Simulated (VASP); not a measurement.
# Pt (Fm-3m) in VASP: single point with PBE

Aim: the single point of Pt with PBE.

All numbers are computed with VASP 6.6.1; they aren't measurements. Logs are shortened: lines on timing, memory, paths and dates and some standing lists are left out, and cuts for length are marked.

## Step 1: The cell of the first run

The structure is cubic, space group Fm-3m (No. 225). Conventional cell: a = 3.970 Å, b = 3.970 Å, c = 3.970 Å, α = 90.00°, β = 90.00°, γ = 90.00°. Within 3.7 Å of Pt (site symmetry m-3m) lie 12 Pt at 2.81 Å.

## Step 2: Single point, PBE

File INCAR:

```
ALGO = Normal
EDIFF = 1E-6
ENCUT = 520
GGA = PE
ISIF = 2
ISMEAR = -1
LASPH = True
LCHARG = False
LREAL = False
LWAVE = False
NBANDS = 11
NELM = 80
PREC = Accurate
SIGMA = 0.13605693000000002
```

File KPOINTS:

```
k-points
0
Gamma
  14 14 14
```

File POSCAR:

```
Pt
1.0
    0.0000000000      1.9848860723      1.9848860723
    1.9848860723      0.0000000000      1.9848860723
    1.9848860723      1.9848860723      0.0000000000
Pt
1
Direct
    0.0000000000      0.0000000000      0.0000000000
```

Potentials or basis: VASP PAW PBE potentials, release 64 (Pt).

Run with:

```console
$ cat potpaw_PBE.64/Pt/POTCAR > POTCAR
$ mpirun -np 1 vasp_std > vasp.out
```

OUTCAR:

```text
EDIFF = 1E-6
   ENCUT = 520
   GGA = PE
   ISIF = 2
   ISMEAR = -1
   LASPH = True
   LREAL = False
   NELM = 80
   PREC = Accurate

 ion  position               nearest neighbor table
   1  0.000  0.000  0.000-

  LATTYP: Found a face centered cubic cell.
 ALAT       =     3.9697721446

  Lattice vectors:

 A1 = (   0.0000000000,   1.9848860723,   1.9848860723)
 A2 = (   1.9848860723,   0.0000000000,   1.9848860723)
 A3 = (   1.9848860723,   1.9848860723,   0.0000000000)

Analysis of symmetry for initial positions (statically):
=====================================================================
 Subroutine PRICEL returns:
 Original cell was already a primitive cell.

 Routine SETGRP: Setting up the symmetry group for a
 face centered cubic supercell.

 Subroutine GETGRP returns: Found 48 space group operations
[... 9 lines left out ...]

 Routine SETGRP: Setting up the symmetry group for a
 face centered cubic supercell.

 Subroutine GETGRP returns: Found 48 space group operations
[... 11 lines left out ...]
                                     Primitive cell

  volume of cell :      15.6400

  direct lattice vectors                    reciprocal lattice vectors
     0.000000000  1.984886072  1.984886072    -0.251903627  0.251903627  0.251903627
     1.984886072  0.000000000  1.984886072     0.251903627 -0.251903627  0.251903627
     1.984886072  1.984886072  0.000000000     0.251903627  0.251903627 -0.251903627

  length of vectors
     2.807052803  2.807052803  2.807052803     0.436309880  0.436309880  0.436309880

  position of ions in fractional coordinates (direct lattice)
     0.000000000  0.000000000  0.000000000

  ion indices of the primitive-cell ions
   primitive index   ion index
                 1           1

----------------------------------------------------------------------------------------

 KPOINTS: k-points

Automatic generation of k-mesh.
 Grid dimensions read from file:
 generate k-points for:   14   14   14

 Generating k-lattice:

  Cartesian coordinates                     Fractional coordinates (reciprocal lattice)
    -0.017993116  0.017993116  0.017993116     0.071428571  0.000000000  0.000000000
     0.017993116 -0.017993116  0.017993116     0.000000000  0.071428571  0.000000000
     0.017993116  0.017993116 -0.017993116     0.000000000  0.000000000  0.071428571

  Length of vectors
     0.031164991  0.031164991  0.031164991

  Shift w.r.t. Gamma in fractional coordinates (k-lattice)
     0.000000000  0.000000000  0.000000000

 Subroutine IBZKPT returns following result:
 ===========================================

 Found    104 irreducible k-points:

 Following reciprocal coordinates:
            Coordinates               Weight
  0.000000  0.000000  0.000000      1.000000
  0.071429  0.000000  0.000000      8.000000
  0.142857  0.000000  0.000000      8.000000
  0.214286  0.000000  0.000000      8.000000
  0.285714  0.000000  0.000000      8.000000
  0.357143  0.000000  0.000000      8.000000
[... 16 lines left out ...]
  0.214286  0.142857  0.000000     24.000000
  0.285714  0.142857  0.000000     24.000000
 [... further k-points ...]
   k-points           NKPTS =    104   k-points in BZ     NKDIM =    104   number of bands    NBANDS=     11
   number of dos      NEDOS =    301   number of ions     NIONS =      1
   total plane-waves  NPLWV =  13824
   dimension x,y,z NGX =    24 NGY =   24 NGZ =   24
   dimension x,y,z NGXF=    48 NGYF=   48 NGZF=   48
   ions per type =               1
   NGX,Y,Z   is equivalent  to a cutoff of  14.21, 14.21, 14.21 a.u.
   NGXF,Y,Z  is equivalent  to a cutoff of  28.43, 28.43, 28.43 a.u.
 SYSTEM =  unknown system
   PREC   = accura    normal or accurate (medium, high low for compatibility)
   ISTART =      0    job   : 0-new  1-cont  2-samecut
   ICHARG =      2    charge: 1-file 2-atom 10-const
   ISPIN  =      1    spin polarized calculation?
   LNONCOLLINEAR =      F non collinear calculations
   LSORBIT =      F    spin-orbit coupling
   LASPH  =      T    aspherical Exc in radial PAW
   ENCUT  =  520.0 eV  38.22 Ry    6.18 a.u.   5.22  5.22  5.22*2*pi/ulx,y,z
   NELM   =     80;   NELMIN=  2; NELMDL= -5     # of ELM steps
   EDIFF  = 0.1E-05   stopping-criterion for ELM
   LREAL  =      F    real-space projection
   EDIFFG = 0.1E-04   stopping-criterion for IOM
   NSW    =      0    number of steps for IOM
   IBRION =     -1    ionic relax: 0-MD 1-quasi-New 2-CG
   NFREE  =      0    steps in history (QN), initial steepest desc. (CG)
   ISIF   =      2    stress and relaxation
   ISYM   =      2    0-nonsym 1-usesym 2-fastsym
   POTIM  = 0.5000    time-step for ionic-motion
   TEBEG  =    0.0;   TEEND  =   0.0 temperature during run
   PSTRESS=    0.0 pullay stress
   NELECT =      10.0000    total number of electrons
   NUPDOWN=      -1.0000    fix difference up-down
   EMIN   =  10.00;   EMAX   =-10.00  energy-range for DOS
   EFERMI =   0.00;   METHOD = LEGACY
   ISMEAR =    -1;   SIGMA  =   0.14  broadening in eV -4-tet -1-fermi 0-gaus
   EFERMI_NEDOS =   21; number of points for ismear=-14 and -15
   IALGO  =     38    algorithm
   IMIX   =      4    mixing-type and parameters
     AMIX     =   0.40;   BMIX     =  1.00
     AMIX_MAG =   1.60;   BMIX_MAG =  1.00
  volume/ion in A,a.u.               =      15.64       105.54
  Fermi-wavevector in a.u.,A,eV,Ry     =   1.410358  2.665189 27.063466  1.989109
  Thomas-Fermi vector in A             =   2.532320
   LORBIT       =      0    0 simple, 1 ext, 2 COOP (PROOUT), +10 PAW based schemes
   GGA     = PE    functional components
   LHFCALC =     F    Hartree Fock is set to
   AEXX    =    0.0000 exact exchange contribution
   IVDW    =     0    specifies the selected vdW correction
   LEPSILON=     F    determine dielectric tensor
   LRPA    =     F    only Hartree local field effects (RPA)
 non-spin polarized calculation
  energy-cutoff  :      520.00
  volume of cell :       15.64
 maximum number of plane-waves:       444
 NGX is ok and might be reduce to    24
   NGX = 11   NGY = 11   NGZ = 11

 number of electron      10.0000002 magnetization

 Free energy of the ion-electron system (eV)
  ---------------------------------------------------
  ext. energy  EPLUGINS =         0.00000000
  ---------------------------------------------------
  free energy    TOTEN  =        -6.15612185 eV

  energy without entropy =       -6.06324034  energy(sigma->0) =       -6.10968109

 E-fermi :  10.5950     XC(G=0): -13.2725

 val. band max:       10.5766299455   @ k =   0.5000   0.5000   0.0000
 cond. band min:      10.6120239014   @ k =   0.5000   0.0000   0.0000
 fundamental gap:      0.0353939560
 Fermi energy:        10.5949693634

 k-point     1 :       0.0000    0.0000    0.0000
  band No.  band energies     occupation
      1       0.7657      2.00000
      2       7.0108      2.00000
      3       7.0108      2.00000
      4       7.0108      2.00000
      5       9.0387      1.99998
      6       9.0387      1.99998
      7      25.3143      0.00000
      8      30.0734      0.00000
      9      30.0734      0.00000
     10      30.0734      0.00000
     11      35.2847      0.00000

 k-point     2 :       0.0714    0.0000    0.0000
  band No.  band energies     occupation
      1       0.9635      2.00000
      2       6.9262      2.00000
      3       7.0873      2.00000
      4       7.0873      2.00000
      5       8.9977      1.99998
      6       8.9977      1.99998
      7      25.6114      0.00000
      8      29.0467      0.00000
      9      30.3692      0.00000
     10      30.3692      0.00000
     11      36.3457      0.00000

 k-point     3 :       0.1429    0.0000    0.0000
  band No.  band energies     occupation
      1       1.5266      2.00000
      2       6.7335      2.00000
      3       7.2652      2.00000
      4       7.2652      2.00000
      5       8.9380      1.99999
      6       8.9380      1.99999
      7      26.3370      0.00000
      8      27.1081      0.00000
      9      31.2066      0.00000
     10      31.2066      0.00000
     11      35.7904      0.00000

 k-point     4 :       0.2143    0.0000    0.0000
  band No.  band energies     occupation
      1       2.3385      2.00000
      2       6.6155      2.00000
      3       7.3802      2.00000
      4       7.3802      2.00000
      5       9.0450      1.99998
      6       9.0450      1.99998
      7      24.8709      0.00000
      8      26.9602      0.00000
      9      32.3792      0.00000
     10      32.3792      0.00000
     11      33.9697      0.00000

 k-point     5 :       0.2857    0.0000    0.0000
  band No.  band energies     occupation
      1       3.1167      2.00000
      2       6.9040      2.00000
      3       7.3072      2.00000
      4       7.3072      2.00000
      5       9.4424      1.99958
      6       9.4424      1.99958
      7      22.4050      0.00000
      8      26.5769      0.00000
      9      32.6017      0.00000
     10      32.6017      0.00000
     11      34.1874      0.00000
[... 211 lines left out ...]
 k-point    21 :      -0.0714    0.0714    0.0000
  band No.  band energies     occupation
      1       1.2848      2.00000
      2       6.7722      2.00000
      3       7.1956      2.00000
      4       7.2406      2.00000
      5       8.8105      2.00000
      6       9.0822      1.99997
      7      26.0673      0.00000
      8      28.1386      0.00000
      9      30.0901      0.00000
     10      31.1924      0.00000
     11      36.5574      0.00000

 k-point    22 :       0.1429    0.1429    0.0000
  band No.  band energies     occupation
      1       1.7874      2.00000
      2       6.3976      2.00000
      3       7.5411      2.00000
      4       7.5411      2.00000
      5       8.3733      2.00000
      6       9.3018      1.99985
      7      26.8404      0.00000
      8      28.4329      0.00000
      9      29.8087      0.00000
     10      29.8087      0.00000
     11      37.3508      0.00000

 k-point    23 :       0.2143    0.1429    0.0000
  band No.  band energies     occupation
      1       2.4179      2.00000
      2       6.1391      2.00000
      3       7.6543      2.00000
      4       7.7885      2.00000
      5       8.3273      2.00000
      6       9.4558      1.99954
      7      26.9193      0.00000
      8      27.6393      0.00000
      9      29.5054      0.00000
     10      30.2606      0.00000
     11      34.7698      0.00000

 k-point    24 :       0.2857    0.1429    0.0000
  band No.  band energies     occupation
      1       3.2270      2.00000
      2       6.0061      2.00000
      3       7.3414      2.00000
      4       7.8864      2.00000
      5       8.9506      1.99999
      6       9.7653      1.99552
      7      24.5653      0.00000
      8      27.7844      0.00000
      9      29.1153      0.00000
     10      30.5819      0.00000
     11      34.3014      0.00000

 [... further k-points ...]
[... 5 lines left out ...]
  --------------------------------------------------------------------------------------
  -------------------------------------------------------------------------------------
  Total        0.0126514      0.0126514      0.0126514      0.0000000      0.0000000     -0.0000000
  in kB        1.2960267      1.2960267      1.2960267      0.0000000      0.0000000     -0.0000000
  external PRESSURE =       1.2960267 kB  Pullay stress =       0.0000000 kB

 VOLUME and BASIS-vectors are now :
 -----------------------------------------------------------------------------
  energy-cutoff  :      520.00
  volume of cell :       15.64
      direct lattice vectors                 reciprocal lattice vectors
     0.000000000  1.984886072  1.984886072    -0.251903627  0.251903627  0.251903627
     1.984886072  0.000000000  1.984886072     0.251903627 -0.251903627  0.251903627
     1.984886072  1.984886072  0.000000000     0.251903627  0.251903627 -0.251903627

 POSITION                                       TOTAL-FORCE (eV/Angst)
 -----------------------------------------------------------------------------------
      0.00000      0.00000      0.00000         0.000000      0.000000      0.000000
 -----------------------------------------------------------------------------------
    total drift:                               -0.000000      0.000000      0.000000

  FREE ENERGIE OF THE ION-ELECTRON SYSTEM (eV)
  ---------------------------------------------------
  free  energy   TOTEN  =        -6.1561218511 eV

  energy  without entropy=       -6.0632403369  energy(sigma->0) =       -6.10968109
```

Wall time 43 s (1 thread of AMD EPYC 7R13, shared host); peak memory 0.12 GiB.

What came out:

| Property | Result |
| --- | --- |
| Free energy | -6.1561 eV |
| Pressure | 0.1 GPa |
| Band gap on the k mesh | zero (band 5 reaches 11.04 eV, above the bottom of band 6 at 8.94 eV) |

Levels at points of the mesh, in eV from the Fermi level:
| k point | band 3 | band 4 | band 5 | band 6 | band 7 | band 8 |
| --- | --- | --- | --- | --- | --- | --- |
| (0.00, 0.00, 0.00) | -3.58 | -3.58 | -1.56 | -1.56 | 14.72 | 19.48 |
| (0.50, 0.00, 0.00) | -3.64 | -0.34 | 0.02 | 0.02 | 5.55 | 14.27 |
| (0.50, 0.50, 0.00) | -0.02 | 0.44 | 0.44 | 1.84 | 8.48 | 11.26 |

Caveat: spin-orbit coupling is left out, which moves the levels of the heavy elements.
